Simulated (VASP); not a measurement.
# NiSb (P6_3/mmc) in VASP: further runs

NiSb is run at these levels: PBE; tasks: relaxation of shape and atoms at fixed volume, single point, relaxation of cell and atoms.

Everything below comes from runs of VASP 6.6.1. Logs are shortened: lines on timing, memory, paths and dates and some standing lists are left out, and cuts for length are marked.

### 1 The cell of the first run

Symmetry: P6_3/mmc, No. 194, hexagonal system. The conventional cell has a = 4.054 Å, b = 4.054 Å, c = 5.258 Å, α = 90.00°, β = 90.00°, γ = 120.00°. Ni (site symmetry -3m) has 2 Ni at 2.63 Å and 6 Sb at 2.68 Å within 3.5 Å. Within 3.5 Å of Sb (site symmetry -6m2) lie 6 Ni at 2.68 Å.

### 2 Relaxation of shape and atoms at fixed volume, PBE (volume scaled by 1.06)

The input, INCAR:

```
  ALGO = Normal
  EDIFF = 1E-6
  EDIFFG = -0.01
  ENCUT = 600
  GGA = PE
  IBRION = 2
  ISIF = 4
  ISMEAR = 0
  LASPH = T
  LCHARG = F
  LREAL = F
  LWAVE = F
  NELM = 100
  NSW = 50
  PREC = Accurate
  SIGMA = 0.1
```

The input, KPOINTS:

```
k-points
0
Gamma
  12 12 8
```

The input, POSCAR:

```
NiSb
1.0
    4.0536356792      0.0000000000      0.0000000000
   -2.0268178396      3.5105514759      0.0000000000
    0.0000000000      0.0000000000      5.2579892910
Ni Sb
2 2
Direct
    0.0000000000      0.0000000000      0.0000000000
    0.0000000000      0.0000000000      0.5000000000
    0.3333333333      0.6666666667      0.2500000000
    0.6666666667      0.3333333333      0.7500000000
```

Potentials or basis: VASP PAW PBE potentials, release 64 (Ni, Sb).

Started as:

```console
> cat potpaw_PBE.64/Ni/POTCAR potpaw_PBE.64/Sb/POTCAR > POTCAR
> mpirun -np 1 vasp_std > vasp.out
```

OUTCAR:

```text
EDIFF = 1E-6
   EDIFFG = -0.01
   ENCUT = 600
   GGA = PE
   IBRION = 2
   ISIF = 4
   ISMEAR = 0
   LASPH = T
   LREAL = F
   NELM = 100
   NSW = 50
   PREC = Accurate

 ion  position               nearest neighbor table
   1  0.000  0.000  0.000-   2 2.63   2 2.63   4 2.68   3 2.68   4 2.68   3 2.68   4 2.68   3 2.68

   2  0.000  0.000  0.500-   1 2.63   1 2.63   4 2.68   3 2.68   4 2.68   3 2.68   4 2.68   3 2.68

   3  0.333  0.667  0.250-   1 2.68   2 2.68   1 2.68   2 2.68   1 2.68   2 2.68   4 3.52   4 3.52
                             4 3.52   4 3.52   4 3.52   4 3.52
   4  0.667  0.333  0.750-   1 2.68   2 2.68   1 2.68   2 2.68   1 2.68   2 2.68   3 3.52   3 3.52
                             3 3.52   3 3.52   3 3.52   3 3.52

  LATTYP: Found a hexagonal cell.
 ALAT       =     4.0536356792
 C/A-ratio  =     1.2971045518

  Lattice vectors:

 A1 = (   4.0536356792,   0.0000000000,   0.0000000000)
 A2 = (  -2.0268178396,   3.5105514759,   0.0000000000)
 A3 = (   0.0000000000,   0.0000000000,   5.2579892910)

Analysis of symmetry for initial positions (statically):
=====================================================================
 Subroutine PRICEL returns:
 Original cell was already a primitive cell.

 Routine SETGRP: Setting up the symmetry group for a
 hexagonal supercell.

 Subroutine GETGRP returns: Found 24 space group operations
 (whereof 12 operations were pure point group operations)
 out of a pool of 24 trial point group operations.

The static configuration has the point symmetry D_3d.
 The point group associated with its full space group is D_6h.

Analysis of symmetry for dynamics (positions and initial velocities):
=====================================================================
 Subroutine PRICEL returns:
 Original cell was already a primitive cell.

 Routine SETGRP: Setting up the symmetry group for a
 hexagonal supercell.

 Subroutine GETGRP returns: Found 24 space group operations
 (whereof 12 operations were pure point group operations)
 out of a pool of 24 trial point group operations.

The dynamic configuration has the point symmetry D_3d.
 The point group associated with its full space group is D_6h.

 Subroutine INISYM returns: Found 24 space group operations
 (whereof 12 operations are pure point group operations),
 and found     1 'primitive' translations

----------------------------------------------------------------------------------------

                                     Primitive cell

  volume of cell :      74.8238

  direct lattice vectors                    reciprocal lattice vectors
     4.053635679  0.000000000  0.000000000     0.246692125  0.142427765  0.000000000
    -2.026817840  3.510551476  0.000000000     0.000000000  0.284855530  0.000000000
     0.000000000  0.000000000  5.257989291     0.000000000  0.000000000  0.190186770

  length of vectors
     4.053635679  4.053635679  5.257989291     0.284855530  0.284855530  0.190186770

  position of ions in fractional coordinates (direct lattice)
     0.000000000  0.000000000  0.000000000
     0.000000000  0.000000000  0.500000000
     0.333333333  0.666666667  0.250000000
     0.666666667  0.333333333  0.750000000

  ion indices of the primitive-cell ions
   primitive index   ion index
                 1           1
                 2           2
                 3           3
                 4           4

----------------------------------------------------------------------------------------

 KPOINTS: k-points

Automatic generation of k-mesh.
 Grid dimensions read from file:
 generate k-points for:   12   12    8

 Generating k-lattice:

  Cartesian coordinates                     Fractional coordinates (reciprocal lattice)
     0.020557677  0.011868980  0.000000000     0.083333333  0.000000000  0.000000000
     0.000000000  0.023737961  0.000000000     0.000000000  0.083333333  0.000000000
     0.000000000  0.000000000  0.023773346     0.000000000  0.000000000  0.125000000

  Length of vectors
     0.023737961  0.023737961  0.023773346

  Shift w.r.t. Gamma in fractional coordinates (k-lattice)
     0.000000000  0.000000000  0.000000000

 Subroutine IBZKPT returns following result:
 ===========================================

 Found     95 irreducible k-points:

 Following reciprocal coordinates:
            Coordinates               Weight
  0.000000  0.000000  0.000000      1.000000
  0.083333 -0.000000  0.000000      6.000000
  0.166667 -0.000000  0.000000      6.000000
  0.250000  0.000000  0.000000      6.000000
  0.333333  0.000000  0.000000      6.000000
  0.416667  0.000000  0.000000      6.000000
[... 16 lines left out ...]
  0.250000  0.000000  0.125000     12.000000
  0.333333  0.000000  0.125000     12.000000
 [... further k-points ...]
   k-points           NKPTS =     95   k-points in BZ     NKDIM =     95   number of bands    NBANDS=     19
   number of dos      NEDOS =    301   number of ions     NIONS =      4
   total plane-waves  NPLWV =  43008
   dimension x,y,z NGX =    32 NGY =   32 NGZ =   42
   dimension x,y,z NGXF=    64 NGYF=   64 NGZF=   84
   ions per type =               2   2
   NGX,Y,Z   is equivalent  to a cutoff of  13.12, 13.12, 13.28 a.u.
   NGXF,Y,Z  is equivalent  to a cutoff of  26.25, 26.25, 26.56 a.u.
 SYSTEM =  unknown system
   PREC   = accura    normal or accurate (medium, high low for compatibility)
   ISTART =      0    job   : 0-new  1-cont  2-samecut
   ICHARG =      2    charge: 1-file 2-atom 10-const
   ISPIN  =      1    spin polarized calculation?
   LNONCOLLINEAR =      F non collinear calculations
   LSORBIT =      F    spin-orbit coupling
   LASPH  =      T    aspherical Exc in radial PAW
   ENCUT  =  600.0 eV  44.10 Ry    6.64 a.u.   8.10  8.10 10.50*2*pi/ulx,y,z
   NELM   =    100;   NELMIN=  2; NELMDL= -5     # of ELM steps
   EDIFF  = 0.1E-05   stopping-criterion for ELM
   LREAL  =      F    real-space projection
   EDIFFG = -.1E-01   stopping-criterion for IOM
   NSW    =     50    number of steps for IOM
   IBRION =      2    ionic relax: 0-MD 1-quasi-New 2-CG
   NFREE  =      1    steps in history (QN), initial steepest desc. (CG)
   ISIF   =      4    stress and relaxation
   ISYM   =      2    0-nonsym 1-usesym 2-fastsym
   POTIM  = 0.5000    time-step for ionic-motion
   TEBEG  =    0.0;   TEEND  =   0.0 temperature during run
   PSTRESS=    0.0 pullay stress
   NELECT =      30.0000    total number of electrons
   NUPDOWN=      -1.0000    fix difference up-down
   EMIN   =  10.00;   EMAX   =-10.00  energy-range for DOS
   EFERMI =   0.00;   METHOD = LEGACY
   ISMEAR =     0;   SIGMA  =   0.10  broadening in eV -4-tet -1-fermi 0-gaus
   EFERMI_NEDOS =   21; number of points for ismear=-14 and -15
   IALGO  =     38    algorithm
   IMIX   =      4    mixing-type and parameters
     AMIX     =   0.40;   BMIX     =  1.00
     AMIX_MAG =   1.60;   BMIX_MAG =  1.00
  volume/ion in A,a.u.               =      18.71       126.23
  Fermi-wavevector in a.u.,A,eV,Ry     =   1.207171  2.281222 19.827239  1.457261
  Thomas-Fermi vector in A             =   2.342816
   LORBIT       =      0    0 simple, 1 ext, 2 COOP (PROOUT), +10 PAW based schemes
   GGA     = PE    functional components
   LHFCALC =     F    Hartree Fock is set to
   AEXX    =    0.0000 exact exchange contribution
   IVDW    =     0    specifies the selected vdW correction
   LEPSILON=     F    determine dielectric tensor
   LRPA    =     F    only Hartree local field effects (RPA)
 conjugate gradient relaxation of ions
 non-spin polarized calculation
 Gauss-broadening in eV      SIGMA  =   0.10
  energy-cutoff  :      600.00
  volume of cell :       74.82
 maximum number of plane-waves:      2520
   NGX = 17   NGY = 17   NGZ = 21

--------------------------------------- Ionic step        1  -------------------------------------------

 number of electron      29.9999970 magnetization

 Free energy of the ion-electron system (eV)
  ---------------------------------------------------
  ext. energy  EPLUGINS =         0.00000000
  ---------------------------------------------------
  free energy    TOTEN  =       -20.23213869 eV

  energy without entropy =      -20.22100185  energy(sigma->0) =      -20.22657027

------------------------ aborting loop because EDIFF is reached ----------------------------------------

  FORCE on cell =-STRESS in cart. coord.  units (eV):
  Direction    XX          YY          ZZ          XY          YZ          ZX
  --------------------------------------------------------------------------------------
  -------------------------------------------------------------------------------------
  Total       -2.7057474     -2.7057474     -2.6049911      0.0000000      0.0000000      0.0000000
  in kB      -57.9372754    -57.9372754    -55.7798150      0.0000000      0.0000000      0.0000000
  external PRESSURE =     -57.2181219 kB  Pullay stress =       0.0000000 kB

 VOLUME and BASIS-vectors are now :
 -----------------------------------------------------------------------------
  energy-cutoff  :      600.00
  volume of cell :       74.82
      direct lattice vectors                 reciprocal lattice vectors
     4.053635679  0.000000000  0.000000000     0.246692125  0.142427765  0.000000000
    -2.026817840  3.510551476  0.000000000     0.000000000  0.284855530  0.000000000
     0.000000000  0.000000000  5.257989291     0.000000000  0.000000000  0.190186770

 POSITION                                       TOTAL-FORCE (eV/Angst)
 -----------------------------------------------------------------------------------
      0.00000      0.00000      0.00000        -0.000000      0.000000     -0.000000
      0.00000      0.00000      2.62899        -0.000000      0.000000     -0.000000
     -0.00000      2.34037      1.31450         0.000000      0.000000      0.000000
      2.02682      1.17018      3.94349        -0.000000     -0.000000     -0.000000
 -----------------------------------------------------------------------------------
    total drift:                                0.000000     -0.000000      0.000000

  FREE ENERGIE OF THE ION-ELECTRON SYSTEM (eV)
  ---------------------------------------------------
  free  energy   TOTEN  =       -20.2321386918 eV

  energy  without entropy=      -20.2210018507  energy(sigma->0) =      -20.22657027

--------------------------------------- Ionic step        2  -------------------------------------------

 number of electron      29.9999971 magnetization

 Free energy of the ion-electron system (eV)
  ---------------------------------------------------
  ext. energy  EPLUGINS =         0.00000000
  ---------------------------------------------------
  free energy    TOTEN  =       -20.23219620 eV

  energy without entropy =      -20.22109879  energy(sigma->0) =      -20.22664750

 E-fermi :   8.7577     XC(G=0): -11.0899

 val. band max:        8.7532737824   @ k =   0.0833  -0.0000   0.0000
 cond. band min:       8.7700704722   @ k =   0.3333   0.0000   0.1250
 fundamental gap:      0.0167966898
 Fermi energy:         8.7576733539

 k-point     1 :       0.0000    0.0000    0.0000
  band No.  band energies     occupation
      1      -3.4954      2.00000
      2       0.5177      2.00000
      3       3.1038      2.00000
      4       5.2741      2.00000
      5       5.2741      2.00000
      6       6.0067      2.00000
[... 11 lines left out ...]
     18      11.8097      0.00000
     19      12.4118      0.00000

 k-point     2 :       0.0833   -0.0000    0.0000
  band No.  band energies     occupation
      1      -3.4160      2.00000
      2       0.5137      2.00000
      3       3.1945      2.00000
      4       5.2573      2.00000
      5       5.2901      2.00000
      6       5.9733      2.00000
[... 476 lines left out ...]
 k-point    24 :       0.3333    0.0000    0.1250
  band No.  band energies     occupation
      1      -2.2147      2.00000
      2       0.0569      2.00000
      3       3.6753      2.00000
      4       4.6744      2.00000
      5       5.5338      2.00000
      6       5.8639      2.00000
[... 11 lines left out ...]
     18      11.7594      0.00000
     19      12.6881      0.00000

 [... further k-points ...]
[... 5 lines left out ...]
  --------------------------------------------------------------------------------------
  -------------------------------------------------------------------------------------
  Total       -2.6857608     -2.6857608     -2.6385831      0.0000000      0.0000000      0.0000000
  in kB      -57.5093097    -57.5093097    -56.4991088      0.0000000      0.0000000      0.0000000
  external PRESSURE =     -57.1725761 kB  Pullay stress =       0.0000000 kB

 VOLUME and BASIS-vectors are now :
 -----------------------------------------------------------------------------
  energy-cutoff  :      600.00
  volume of cell :       74.82
      direct lattice vectors                 reciprocal lattice vectors
     4.051994368  0.000000000  0.000000000     0.246792051  0.142485457  0.000000000
    -2.025997184  3.509130059  0.000000000     0.000000000  0.284970914  0.000000000
     0.000000000  0.000000000  5.262249782     0.000000000  0.000000000  0.190032789

 POSITION                                       TOTAL-FORCE (eV/Angst)
 -----------------------------------------------------------------------------------
      4.05199      0.00000      5.26225         0.000000      0.000000      0.000000
      4.05199      0.00000      2.63112        -0.000000      0.000000      0.000000
     -0.00000      2.33942      1.31556         0.000000      0.000000     -0.000000
      2.02600      1.16971      3.94669        -0.000000     -0.000000     -0.000000
 -----------------------------------------------------------------------------------
    total drift:                                0.000000     -0.000000     -0.000000

  FREE ENERGIE OF THE ION-ELECTRON SYSTEM (eV)
  ---------------------------------------------------
  free  energy   TOTEN  =       -20.2321962001 eV

  energy  without entropy=      -20.2210987912  energy(sigma->0) =      -20.22664750

 reached required accuracy - stopping structural energy minimisation
```

Wall time 72 s (1 thread of Intel Xeon 6975P-C (Granite Rapids), shared host); peak memory 0.31 GiB.

What came out:

* Free energy: -20.2322 eV
* Energy gained by relaxing: 0.0 meV/atom
* Ionic steps: 2
* Pressure after relaxing: -5.7 GPa
* Band gap on the k mesh: zero (band 15 reaches 10.66 eV, above the bottom of band 16 at 7.67 eV)

Final structure:
```
Ni Sb
1.0
     4.05199    0.00000    0.00000
    -2.02600    3.50913    0.00000
     0.00000    0.00000    5.26225
Ni Sb
2 2
Cartesian
  4.0520 0.0000 5.2622
  4.0520 0.0000 2.6311
  0.0000 2.3394 1.3156
  2.0260 1.1697 3.9467
```

Caveat: the cell differs from its parent crystal (volume scaled by 1.06); spin-orbit coupling is left out, which moves the levels of the heavy elements. Spin polarisation is off, so any magnetic state and its effect on volume and gap are missing.

### 3 Single point, PBE

This run uses another cell than the first one, of 17.65 Å³/atom, 0.943 times its volume.

The input, INCAR:

```
  ALGO = Normal
  EDIFF = 1E-7
  ENCUT = 520
  GGA = PE
  ISIF = 2
  ISMEAR = 0
  LASPH = T
  LCHARG = F
  LREAL = F
  LWAVE = F
  NBANDS = 23
  NELM = 100
  PREC = Accurate
  SIGMA = 0.1
```

KPOINTS is that of step 2.

The input, POSCAR:

```
NiSb
1.0
    3.9756617316      0.0000000000      0.0000000000
   -1.9878308658      3.4430240564      0.0000000000
    0.0000000000      0.0000000000      5.1568489287
Ni Sb
2 2
Direct
    0.0000000000      0.0000000000      0.0000000000
    0.0000000000      0.0000000000      0.5000000000
    0.3333333333      0.6666666667      0.2500000000
    0.6666666667      0.3333333333      0.7500000000
```

Potentials or basis: VASP PAW PBE potentials, release 64 (Ni, Sb).

Started as:

```console
> cat potpaw_PBE.64/Ni/POTCAR potpaw_PBE.64/Sb/POTCAR > POTCAR
> mpirun -np 1 vasp_std > vasp.out
```

It took 81 s on 1 thread of Intel Xeon 6975P-C (Granite Rapids), shared host; peak memory 0.27 GiB.

The run converged. Its results:

```yaml
Free_energy: -20.3152 eV
Pressure: -0.2 GPa
Band_gap_on_the_k_mesh: zero (band 15 reaches 11.60 eV, above the bottom of band 16 at 8.38 eV)
```

Stress tensor (GPa, compression positive):
```
-0.20  0.00  0.00
 0.00 -0.20  0.00
 0.00  0.00 -0.07
```

Levels at points of the mesh, in eV from the Fermi level:
| k point | band 13 | band 14 | band 15 | band 16 | band 17 | band 18 |
| --- | --- | --- | --- | --- | --- | --- |
| (0.00, 0.00, 0.00) | -0.01 | 0.55 | 0.55 | 2.38 | 2.38 | 3.07 |
| (0.50, 0.00, 0.00) | -1.52 | -1.32 | -1.25 | -0.40 | 1.12 | 3.40 |
| (0.00, 0.00, 0.50) | 0.18 | 0.18 | 1.99 | 1.99 | 1.99 | 1.99 |
| (0.50, 0.00, 0.50) | -1.73 | -1.73 | 0.20 | 0.20 | 1.59 | 1.59 |

Caveat: spin-orbit coupling is left out, which moves the levels of the heavy elements.

[end of part 1 of 2]
